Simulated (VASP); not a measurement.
# Y in VASP: a series of runs

Runs on Y. Level: PBE. Tasks: relaxation of cell and atoms, single point.

All numbers are computed with VASP 6.6.1; they aren't measurements. Logs are shortened: lines on timing, memory, paths and dates and some standing lists are left out, and cuts for length are marked.

## 1. The cell of the first run

The cell holds a repeated cell, 12 atoms: a = 3.645 Å, b = 3.645 Å, c = 34.138 Å, α = 90.00°, β = 90.00°, γ = 120.00°.

## 2. Relaxation of cell and atoms, PBE

Input file INCAR:

```
SYSTEM = Y
PREC     = Accurate       ! precision mode
ENCUT    = 520            ! plane-wave cutoff, eV
EDIFF    = 1E-7           ! SCF threshold, eV
ISMEAR   = 1              ! smearing method
SIGMA    = 0.1            ! smearing width, eV
LREAL    = .FALSE.        ! projectors in reciprocal space
LASPH    = .TRUE.         ! aspherical terms in the spheres
NELM     = 120            ! most SCF steps
ALGO     = Fast           ! electronic algorithm
ISIF     = 3              ! what is computed and relaxed
LWAVE    = .FALSE.        ! write WAVECAR
LCHARG   = .FALSE.        ! write CHGCAR
GGA      = PE             ! functional
IBRION   = 2              ! ionic algorithm
NSW      = 90             ! ionic steps
EDIFFG   = -0.01          ! ionic threshold
LATTICE_CONSTRAINTS= .FALSE. .FALSE. .TRUE.
KPAR     = 4
```

Input file KPOINTS:

```
Automatic mesh
0
G
  15 15 3
  0 0 0
```

Input file POSCAR:

```
Y
1.0
    3.6446646000      0.0000000000      0.0000000000
   -1.8223323000      3.1563721800      0.0000000000
    0.0000000000      0.0000000000     34.1383584300
Y
12
Direct
    0.0000000000      0.0000000000      0.0000000000
    0.3333330000      0.6666670000      0.0833333300
    0.0000000000      0.0000000000      0.1666666700
    0.3333330000      0.6666670000      0.2500000000
    0.0000000000      0.0000000000      0.3333333300
    0.3333330000      0.6666670000      0.4166666700
    0.0000000000      0.0000000000      0.5000000000
    0.3333330000      0.6666670000      0.5833333300
    0.0000000000      0.0000000000      0.6666666700
    0.3333330000      0.6666670000      0.7500000000
    0.0000000000      0.0000000000      0.8333333300
    0.3333330000      0.6666670000      0.9166666700
```

Potentials or basis: VASP PAW PBE potentials, release 64 (Y_sv).

On the command line:

```
cat potpaw_PBE.64/Y_sv/POTCAR > POTCAR
mpirun -np 4 vasp_std > vasp.out
```

OUTCAR:

```text
SYSTEM = Y
   PREC = Accurate
   ENCUT = 520
   EDIFF = 1E-7
   ISMEAR = 1
   LREAL = .FALSE.
   LASPH = .TRUE.
   NELM = 120
   ISIF = 3
   GGA = PE
   IBRION = 2
   NSW = 90
   EDIFFG = -0.01

 ion  position               nearest neighbor table
   1  0.000  0.000  0.000-   2 3.54  12 3.54   2 3.54  12 3.54   2 3.54  12 3.54
   2  0.333  0.667  0.083-   1 3.54   3 3.54   1 3.54   1 3.54   3 3.54   3 3.54
   3  0.000  0.000  0.167-   4 3.54   2 3.54   4 3.54   4 3.54   2 3.54   2 3.54
   4  0.333  0.667  0.250-   3 3.54   5 3.54   3 3.54   5 3.54   3 3.54   5 3.54
   5  0.000  0.000  0.333-   4 3.54   6 3.54   4 3.54   4 3.54   6 3.54   6 3.54
   6  0.333  0.667  0.417-   7 3.54   5 3.54   7 3.54   7 3.54   5 3.54   5 3.54
   7  0.000  0.000  0.500-   6 3.54   8 3.54   6 3.54   8 3.54   6 3.54   8 3.54
   8  0.333  0.667  0.583-   7 3.54   9 3.54   7 3.54   7 3.54   9 3.54   9 3.54
   9  0.000  0.000  0.667-  10 3.54   8 3.54  10 3.54  10 3.54   8 3.54   8 3.54
  10  0.333  0.667  0.750-   9 3.54  11 3.54   9 3.54  11 3.54   9 3.54  11 3.54
  11  0.000  0.000  0.833-  10 3.54  12 3.54  10 3.54  10 3.54  12 3.54  12 3.54
  12  0.333  0.667  0.917-   1 3.54  11 3.54   1 3.54   1 3.54  11 3.54  11 3.54
[... 7 lines left out ...]
 A1 = (   3.6446646000,   0.0000000000,   0.0000000000)
 A2 = (  -1.8223323000,   3.1563721800,   0.0000000000)
 A3 = (   0.0000000000,   0.0000000000,  34.1383584300)

Analysis of symmetry for initial positions (statically):
=====================================================================
 Subroutine PRICEL returns following result:

  LATTYP: Found a hexagonal cell.
 ALAT       =     3.6446646000
 C/A-ratio  =     1.5611111428

  Lattice vectors:

 A1 = (   3.6446646000,   0.0000000000,   0.0000000000)
 A2 = (  -1.8223323000,   3.1563721800,   0.0000000000)
 A3 = (   0.0000000000,   0.0000000000,   5.6897265188)

   6 primitive cells build up your supercell.

 Routine SETGRP: Setting up the symmetry group for a
 hexagonal supercell.

 Subroutine GETGRP returns: Found 24 space group operations
 (whereof 12 operations were pure point group operations)
 out of a pool of 24 trial point group operations.

The static configuration has the point symmetry D_3h.
 The point group associated with its full space group is D_6h.

Analysis of symmetry for dynamics (positions and initial velocities):
=====================================================================
 Subroutine PRICEL returns following result:

  LATTYP: Found a hexagonal cell.
 ALAT       =     3.6446646000
 C/A-ratio  =     1.5611111428

  Lattice vectors:

 A1 = (   3.6446646000,   0.0000000000,   0.0000000000)
 A2 = (  -1.8223323000,   3.1563721800,   0.0000000000)
 A3 = (   0.0000000000,   0.0000000000,   5.6897265188)

[... 124 lines left out ...]
   EFERMI =   0.00;   METHOD = LEGACY
   ISMEAR =     1;   SIGMA  =   0.10  broadening in eV -4-tet -1-fermi 0-gaus
   EFERMI_NEDOS =   21; number of points for ismear=-14 and -15
   IALGO  =     68    algorithm
   IMIX   =      4    mixing-type and parameters
     AMIX     =   0.40;   BMIX     =  1.00
     AMIX_MAG =   1.60;   BMIX_MAG =  1.00
  volume/ion in A,a.u.               =      32.73       220.85
  Fermi-wavevector in a.u.,A,eV,Ry     =   1.138247  2.150976 17.627806  1.295607
  Thomas-Fermi vector in A             =   2.274952
   LORBIT       =      0    0 simple, 1 ext, 2 COOP (PROOUT), +10 PAW based schemes
   GGA     = PE    functional components
   LHFCALC =     F    Hartree Fock is set to
   AEXX    =    0.0000 exact exchange contribution
   IVDW    =     0    specifies the selected vdW correction
   LEPSILON=     F    determine dielectric tensor
   LRPA    =     F    only Hartree local field effects (RPA)
 conjugate gradient relaxation of ions
 non-spin polarized calculation
 RMM-DIIS sequential band-by-band and
 Methfessel and Paxton  Order N= 1 SIGMA  =   0.10
  energy-cutoff  :      520.00
  volume of cell :      392.72
 maximum number of plane-waves:     10616
 NGX is ok and might be reduce to    28
   NGX = 13   NGY = 13   NGZ =127

--------------------------------------- Ionic step        1  -------------------------------------------

 number of electron     132.0000000 magnetization

 Free energy of the ion-electron system (eV)
  ---------------------------------------------------
  ext. energy  EPLUGINS =         0.00000000
  ---------------------------------------------------
  free energy    TOTEN  =       -77.19422158 eV

  energy without entropy =      -77.19799398  energy(sigma->0) =      -77.19547904

------------------------ aborting loop because EDIFF is reached ----------------------------------------

  FORCE on cell =-STRESS in cart. coord.  units (eV):
  Direction    XX          YY          ZZ          XY          YZ          ZX
  --------------------------------------------------------------------------------------
  -------------------------------------------------------------------------------------
  Total        0.5030340      0.5030340     -0.5641873      0.0000000     -0.0000000      0.0000000
  in kB        2.0521992      2.0521992     -2.3016828      0.0000000     -0.0000000      0.0000000
  external PRESSURE =       0.6009052 kB  Pullay stress =       0.0000000 kB
[... 79 lines left out ...]
--------------------------------------- Ionic step        3  -------------------------------------------

 number of electron     132.0000000 magnetization

 Free energy of the ion-electron system (eV)
  ---------------------------------------------------
  ext. energy  EPLUGINS =         0.00000000
  ---------------------------------------------------
  free energy    TOTEN  =       -77.19497486 eV

  energy without entropy =      -77.19877872  energy(sigma->0) =      -77.19624281

 E-fermi :   3.0317     XC(G=0):  -9.4520

 val. band max:        3.0308601839   @ k =   0.3333   0.0667   0.3333
 cond. band min:       3.0330356637   @ k =   0.4000   0.0000   0.0000
 fundamental gap:      0.0021754798
 Fermi energy:         3.0317386230

 k-point     1 :       0.0000    0.0000    0.0000
  band No.  band energies     occupation
      1     -39.6448      2.00000
      2     -39.6397      2.00000
      3     -39.6397      2.00000
      4     -39.6256      2.00000
      5     -39.6256      2.00000
      6     -39.6062      2.00000
[... 1933 lines left out ...]
     77       3.8679     -0.00000
     78       3.8753     -0.00000

 [... further k-points ...]

 [bands above 78 left out]

------------------------ aborting loop because EDIFF is reached ----------------------------------------

  FORCE on cell =-STRESS in cart. coord.  units (eV):
  Direction    XX          YY          ZZ          XY          YZ          ZX
  --------------------------------------------------------------------------------------
  -------------------------------------------------------------------------------------
  Total        0.6540469      0.6540469      0.0007580      0.0000000      0.0000000     -0.0000000
  in kB        2.6760171      2.6760172      0.0031014      0.0000000      0.0000000     -0.0000000
  external PRESSURE =       1.7850452 kB  Pullay stress =       0.0000000 kB
[... 27 lines left out ...]
  FREE ENERGIE OF THE ION-ELECTRON SYSTEM (eV)
  ---------------------------------------------------
  free  energy   TOTEN  =       -77.1949748551 eV

  energy  without entropy=      -77.1987787238  energy(sigma->0) =      -77.19624281

 reached required accuracy - stopping structural energy minimisation
```

Run time: 29 min. Hardware: 4 MPI ranks of AMD EPYC 9R45 (Zen 5), shared host; peak memory 1.3 GiB.

Results:

```yaml
Free_energy: -77.1950 eV
Relaxed_volume: 32.63 Å³/atom
Relaxed_cell: a = 3.645 Å, b = 3.645 Å, c = 34.040 Å, α = 90.00°, β = 90.00°, γ = 120.00°
Space_group_after_relaxing_to_0.1_Å: P6_3/mmc (No. 194)
Energy_gained_by_relaxing: 0.1 meV/atom
Ionic_steps: 3
Pressure_after_relaxing: 0.2 GPa
Band_gap_on_the_k_mesh: zero (bands 66 and 67 overlap by 1.40 eV)
```

Step by step:
| step | energy change (eV) | largest force (eV/Å) | pressure (GPa) | volume (Å³) |
| --- | --- | --- | --- | --- |
| 1 | 0.0000 | 0.0000 | 0.06 | 392.72 |
| 2 | -0.0007 | 0.0000 | 0.15 | 391.83 |
| 3 | -0.0008 | 0.0000 | 0.18 | 391.59 |

Final structure:
```xyz
12
Lattice="3.6447 0.0000 0.0000 -1.8223 3.1564 0.0000 0.0000 0.0000 34.0396" Properties=species:S:1:pos:R:3 pbc="T T T"
Y     0.0000    0.0000    0.0000
Y     0.0000    2.1042    2.8366
Y     0.0000    0.0000    5.6733
Y     0.0000    2.1042    8.5099
Y     0.0000    0.0000   11.3465
Y     0.0000    2.1042   14.1832
Y     0.0000    0.0000   17.0198
Y     0.0000    2.1042   19.8564
Y     0.0000    0.0000   22.6931
Y     0.0000    2.1042   25.5297
Y     0.0000    0.0000   28.3664
Y     0.0000    2.1042   31.2030
```

Levels at points of the mesh, in eV from the Fermi level:
```
           k point  band 63  band 64  band 65  band 66  band 67  band 68  band 69  band 70
(0.00, 0.00, 0.00)     0.80     0.80     0.96     0.98     0.98     1.48     1.48     1.56
```

## 3. Single point, PBE

This run uses another cell than the first one, of 32.63 Å³/atom.

Input file INCAR:

```
ALGO = Fast
EDIFF = 1E-7
ENCUT = 520
GGA = PE
ISIF = 2
ISMEAR = 1
KPAR = 4
LASPH = True
LCHARG = False
LREAL = False
LWAVE = False
NELM = 100
PREC = Accurate
SIGMA = 0.1
```

Input file KPOINTS:

```
k-points
0
Gamma
  15 15 3
```

Input file POSCAR:

```
Y                                       
1.0
    3.6446646000      0.0000000000      0.0000000000
   -1.8223323000      3.1563721800      0.0000000000
    0.0000000000      0.0000000000     34.0396266025
  Y             
    12
Direct
     0.0000000000000000    0.0000000000000000    0.0000000000000000
     0.3333330000000032    0.6666669999999968    0.0833333300000021
     0.0000000000000000    0.0000000000000000    0.1666666699999979
     0.3333330000000032    0.6666669999999968    0.2500000000000000
     0.0000000000000000    0.0000000000000000    0.3333333300000021
     0.3333330000000032    0.6666669999999968    0.4166666699999979
     0.0000000000000000    0.0000000000000000    0.5000000000000000
     0.3333330000000032    0.6666669999999968    0.5833333300000021
     0.0000000000000000    0.0000000000000000    0.6666666699999979
     0.3333330000000032    0.6666669999999968    0.7500000000000000
     0.0000000000000000    0.0000000000000000    0.8333333300000021
     0.3333330000000032    0.6666669999999968    0.9166666699999979
```

Potentials or basis: VASP PAW PBE potentials, release 64 (Y_sv).

On the command line:

```
cat potpaw_PBE.64/Y_sv/POTCAR > POTCAR
mpirun -np 4 vasp_std > vasp.out
```

It took 14 min on 4 MPI ranks of AMD EPYC 9R45 (Zen 5), shared host; peak memory 1.2 GiB.

Results (log left out):

* Free energy: -77.1949 eV
* Pressure: 0.2 GPa
* Band gap on the k mesh: zero (bands 66 and 67 overlap by 1.40 eV)

Stress tensor (GPa, compression positive):
```
0.27 0.00 0.00
0.00 0.27 0.00
0.00 0.00 0.00
```

Levels at points of the mesh, in eV from the Fermi level:
```
           k point  band 63  band 64  band 65  band 66  band 67  band 68  band 69  band 70
(0.00, 0.00, 0.00)     0.80     0.80     0.96     0.98     0.98     1.48     1.48     1.56
```
